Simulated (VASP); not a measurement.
# Sb in VASP: further runs, part 3 of 3

VASP 6.6.1.

## 4. Single point, PBE+D3(BJ)

Input file INCAR:

```
ALGO = Normal ; EDIFF = 1E-7
ENCUT = 520 ; GGA = PE
ISIF = 2 ; ISMEAR = -1
IVDW = 12 ; LASPH = True
LCHARG = False ; LREAL = False
LWAVE = False ; NBANDS = 12
NELM = 60 ; PREC = Accurate
SIGMA = 0.1
```

Input file KPOINTS:

```
k-points
0
Gamma
  12 12 12
```

Input file POSCAR:

```
Sb
1.0
    2.1049024749      1.2152660105      3.4372047141
   -2.1049024749      1.2152660105      3.4372047141
    0.0000000000     -2.4305320210      3.4372047141
Sb
2
Direct
    0.2498193933      0.2498193933      0.2498193933
    0.7501806067      0.7501806067      0.7501806067
```

Potentials or basis: VASP PAW PBE potentials, release 64 (Sb).

Started as:

```
cat potpaw_PBE.64/Sb/POTCAR > POTCAR
mpirun -np 1 vasp_std > vasp.out
```

OUTCAR:

```text
EDIFF = 1E-7
   ENCUT = 520
   GGA = PE
   ISIF = 2
   ISMEAR = -1
   IVDW = 12
   LASPH = True
   LREAL = False
   NELM = 60
   PREC = Accurate
 IVDW          = 12

 ion  position               nearest neighbor table
   1  0.250  0.250  0.250-   2 2.97   2 2.97   2 2.97   2 2.98   2 2.98   2 2.98
   2  0.750  0.750  0.750-   1 2.97   1 2.97   1 2.97   1 2.98   1 2.98   1 2.98

  LATTYP: Found a trigonal (rhomboedric) cell.
 ALAT       =     4.2097342139
 COS(alpha) =     0.4999831969

  Lattice vectors:

 A1 = (   2.1049024749,   1.2152660105,   3.4372047141)
 A2 = (  -2.1049024749,   1.2152660105,   3.4372047141)
 A3 = (   0.0000000000,  -2.4305320210,   3.4372047141)

Analysis of symmetry for initial positions (statically):
=====================================================================
 Subroutine PRICEL returns:
 Original cell was already a primitive cell.

 Routine SETGRP: Setting up the symmetry group for a
 trigonal (rhombohedral) supercell.

 Subroutine GETGRP returns: Found 12 space group operations
 (whereof 12 operations were pure point group operations)
 out of a pool of 12 trial point group operations.

The static configuration has the point symmetry D_3d.

Analysis of symmetry for dynamics (positions and initial velocities):
=====================================================================
 Subroutine PRICEL returns:
 Original cell was already a primitive cell.

 Routine SETGRP: Setting up the symmetry group for a
 trigonal (rhombohedral) supercell.

 Subroutine GETGRP returns: Found 12 space group operations
 (whereof 12 operations were pure point group operations)
 out of a pool of 12 trial point group operations.

The dynamic configuration has the point symmetry D_3d.

 Subroutine INISYM returns: Found 12 space group operations
 (whereof 12 operations are pure point group operations),
 and found     1 'primitive' translations

----------------------------------------------------------------------------------------

                                     Primitive cell

  volume of cell :      52.7546

  direct lattice vectors                    reciprocal lattice vectors
     2.104902475  1.215266010  3.437204714     0.237540697  0.137144185  0.096978028
    -2.104902475  1.215266010  3.437204714    -0.237540697  0.137144185  0.096978028
     0.000000000 -2.430532021  3.437204714     0.000000000 -0.274288370  0.096978028

  length of vectors
     4.209734214  4.209734214  4.209734214     0.290927565  0.290927565  0.290927565

  position of ions in fractional coordinates (direct lattice)
     0.249819393  0.249819393  0.249819393
     0.750180607  0.750180607  0.750180607

  ion indices of the primitive-cell ions
   primitive index   ion index
                 1           1
                 2           2

----------------------------------------------------------------------------------------

 KPOINTS: k-points

Automatic generation of k-mesh.
 Grid dimensions read from file:
 generate k-points for:   12   12   12

 Generating k-lattice:

  Cartesian coordinates                     Fractional coordinates (reciprocal lattice)
[... 39 lines left out ...]
  0.333333  0.250000  0.333333      6.000000
  0.416667  0.083333  0.000000     12.000000
 [... further k-points ...]
   k-points           NKPTS =    189   k-points in BZ     NKDIM =    189   number of bands    NBANDS=     12
   number of dos      NEDOS =    301   number of ions     NIONS =      2
   total plane-waves  NPLWV =  32768
   dimension x,y,z NGX =    32 NGY =   32 NGZ =   32
   dimension x,y,z NGXF=    64 NGYF=   64 NGZF=   64
   ions per type =               2
   NGX,Y,Z   is equivalent  to a cutoff of  12.64, 12.64, 12.64 a.u.
   NGXF,Y,Z  is equivalent  to a cutoff of  25.27, 25.27, 25.27 a.u.
 SYSTEM =  unknown system
   PREC   = accura    normal or accurate (medium, high low for compatibility)
   ISTART =      0    job   : 0-new  1-cont  2-samecut
   ICHARG =      2    charge: 1-file 2-atom 10-const
   ISPIN  =      1    spin polarized calculation?
   LNONCOLLINEAR =      F non collinear calculations
   LSORBIT =      F    spin-orbit coupling
   LASPH  =      T    aspherical Exc in radial PAW
   ENCUT  =  520.0 eV  38.22 Ry    6.18 a.u.   7.83  7.83  7.83*2*pi/ulx,y,z
   NELM   =     60;   NELMIN=  2; NELMDL= -5     # of ELM steps
   EDIFF  = 0.1E-06   stopping-criterion for ELM
   LREAL  =      F    real-space projection
   EDIFFG = 0.1E-05   stopping-criterion for IOM
   NSW    =      0    number of steps for IOM
   IBRION =     -1    ionic relax: 0-MD 1-quasi-New 2-CG
   NFREE  =      0    steps in history (QN), initial steepest desc. (CG)
   ISIF   =      2    stress and relaxation
   ISYM   =      2    0-nonsym 1-usesym 2-fastsym
   POTIM  = 0.5000    time-step for ionic-motion
   TEBEG  =    0.0;   TEEND  =   0.0 temperature during run
   PSTRESS=    0.0 pullay stress
   NELECT =      10.0000    total number of electrons
   NUPDOWN=      -1.0000    fix difference up-down
   EMIN   =  10.00;   EMAX   =-10.00  energy-range for DOS
   EFERMI =   0.00;   METHOD = LEGACY
   ISMEAR =    -1;   SIGMA  =   0.10  broadening in eV -4-tet -1-fermi 0-gaus
   EFERMI_NEDOS =   21; number of points for ismear=-14 and -15
   IALGO  =     38    algorithm
   IMIX   =      4    mixing-type and parameters
     AMIX     =   0.40;   BMIX     =  1.00
     AMIX_MAG =   1.60;   BMIX_MAG =  1.00
  volume/ion in A,a.u.               =      26.38       178.00
  Fermi-wavevector in a.u.,A,eV,Ry     =   0.940419  1.777135 12.032834  0.884388
  Thomas-Fermi vector in A             =   2.067829
   LORBIT       =      0    0 simple, 1 ext, 2 COOP (PROOUT), +10 PAW based schemes
   GGA     = PE    functional components
   LHFCALC =     F    Hartree Fock is set to
   AEXX    =    0.0000 exact exchange contribution
   IVDW    =    12    specifies the selected vdW correction
   LEPSILON=     F    determine dielectric tensor
   LRPA    =     F    only Hartree local field effects (RPA)
 non-spin polarized calculation
  energy-cutoff  :      520.00
  volume of cell :       52.75
 maximum number of plane-waves:      1435
   NGX = 15   NGY = 15   NGZ = 15

 number of electron      10.0000001 magnetization

 Free energy of the ion-electron system (eV)
  ---------------------------------------------------
  ext. energy  EPLUGINS =         0.00000000
  ---------------------------------------------------
  free energy    TOTEN  =        -8.00184809 eV

  energy without entropy =       -7.97038232  energy(sigma->0) =       -7.98611521

 E-fermi :   8.8015     XC(G=0): -10.1584

 val. band max:        8.7951804822   @ k =   0.2500   0.1667   0.0833
 cond. band min:       8.8712432916   @ k =   0.1667   0.5000  -0.1667
 fundamental gap:      0.0760628094
 Fermi energy:         8.8014999123

 k-point     1 :       0.0000    0.0000    0.0000
  band No.  band energies     occupation
      1      -4.6252      2.00000
      2       5.0472      2.00000
      3       6.9071      2.00000
      4       6.9071      2.00000
      5       6.9075      2.00000
      6      12.3579      0.00000
      7      12.3582      0.00000
      8      12.3582      0.00000
      9      13.4244      0.00000
     10      13.4244      0.00000
     11      13.4249      0.00000
     12      15.3770      0.00000
[... 331 lines left out ...]
 k-point    24 :       0.4167    0.0833    0.0000
  band No.  band energies     occupation
      1      -2.7109      2.00000
      2      -0.1266      2.00000
      3       6.6889      2.00000
      4       7.3054      2.00000
      5       7.3246      2.00000
      6       9.8336      0.00007
      7       9.9481      0.00002
      8      10.4819      0.00000
      9      14.8148      0.00000
     10      17.0898      0.00000
     11      17.3178      0.00000
     12      19.3740      0.00000

 [... further k-points ...]

------------------------ aborting loop because EDIFF is reached ----------------------------------------

 Edisp (eV)   -1.08565

 E8    (eV) :    -0.5060

  FORCE on cell =-STRESS in cart. coord.  units (eV):
  Direction    XX          YY          ZZ          XY          YZ          ZX
  --------------------------------------------------------------------------------------
  -------------------------------------------------------------------------------------
  Total       2.13989     2.13989     2.14007     0.00000     0.00000     0.00000
  in kB      64.98943    64.98943    64.99470     0.00000     0.00000     0.00000
  external pressure =       64.99 kB  Pullay stress =        0.00 kB

 VOLUME and BASIS-vectors are now :
 -----------------------------------------------------------------------------
  energy-cutoff  :      520.00
  volume of cell :       52.75
      direct lattice vectors                 reciprocal lattice vectors
     2.104902475  1.215266010  3.437204714     0.237540697  0.137144185  0.096978028
    -2.104902475  1.215266010  3.437204714    -0.237540697  0.137144185  0.096978028
     0.000000000 -2.430532021  3.437204714     0.000000000 -0.274288370  0.096978028

 POSITION                                       TOTAL-FORCE (eV/Angst)
 -----------------------------------------------------------------------------------
      0.00000      0.00000      2.57604         0.000000      0.000000      0.001036
      0.00000      0.00000      7.73557         0.000000      0.000000     -0.001036
 -----------------------------------------------------------------------------------
    total drift:                                0.000000      0.000000     -0.000000

  FREE ENERGIE OF THE ION-ELECTRON SYSTEM (eV)
  ---------------------------------------------------
  free  energy   TOTEN  =        -9.0874946576 eV

  energy  without entropy=       -9.0560288932  energy(sigma->0) =       -9.07176178
```

OSZICAR:

```text
N       E                     dE             d eps       ncg     rms          rms(c)
DAV:   1     0.366863296109E+02    0.36686E+02   -0.36303E+03  4536   0.665E+02
DAV:   2    -0.602775750356E+01   -0.42714E+02   -0.41333E+02  5864   0.112E+02
DAV:   3    -0.798248567120E+01   -0.19547E+01   -0.19199E+01  5600   0.260E+01
DAV:   4    -0.799870107818E+01   -0.16215E-01   -0.16207E-01  5224   0.284E+00
DAV:   5    -0.799887360088E+01   -0.17252E-03   -0.17252E-03  5564   0.325E-01    0.343E+00
DAV:   6    -0.800016725319E+01   -0.12937E-02   -0.12626E-03  5256   0.258E-01    0.208E+00
DAV:   7    -0.800174144729E+01   -0.15742E-02   -0.28648E-03  5168   0.391E-01    0.823E-02
DAV:   8    -0.800183956884E+01   -0.98122E-04   -0.10399E-04  5436   0.631E-02    0.170E-02
DAV:   9    -0.800184608776E+01   -0.65189E-05   -0.96796E-06  5380   0.191E-02    0.273E-03
DAV:  10    -0.800184789853E+01   -0.18108E-05   -0.13537E-06  5288   0.629E-03    0.150E-03
DAV:  11    -0.800184803413E+01   -0.13560E-06   -0.12150E-08  3660   0.821E-04    0.759E-04
DAV:  12    -0.800184808733E+01   -0.53204E-07   -0.14471E-08  3172   0.773E-04
   1 F= -.90874947E+01 E0= -.90717618E+01  d E =-.314658E-01
```

It took 35 s on 1 thread of Intel Xeon 6975P-C (Granite Rapids), shared host; peak memory 0.24 GiB.

Results:

```yaml
Free_energy: -9.0875 eV
Pressure: 6.5 GPa
Band_gap_on_the_k_mesh: zero (band 5 reaches 9.07 eV, above the bottom of band 6 at 8.05 eV)
Dispersion_energy_per_atom: -0.543 eV
```

Levels at points of the mesh, in eV from the Fermi level:
```
           k point  band 1  band 2  band 3  band 4  band 5  band 6  band 7  band 8  band 9  band 10
(0.00, 0.00, 0.00)  -13.43   -3.75   -1.89   -1.89   -1.89    3.56    3.56    3.56    4.62     4.62
(0.50, 0.00, 0.00)  -10.41  -10.40   -0.77   -0.77   -0.75   -0.75    0.40    0.41    9.15     9.16
(0.50, 0.50, 0.50)  -10.42  -10.39   -0.77   -0.77   -0.75   -0.75    0.39    0.41    9.14     9.17
(0.50, 0.50, 0.00)  -10.52   -7.38   -6.50   -4.14   -4.14    1.68    6.00    6.00    8.60     9.34
```

Caveat: spin-orbit coupling is left out, which moves the levels of the heavy elements; pairwise dispersion overbinds metals, which lowers pressure and volume.
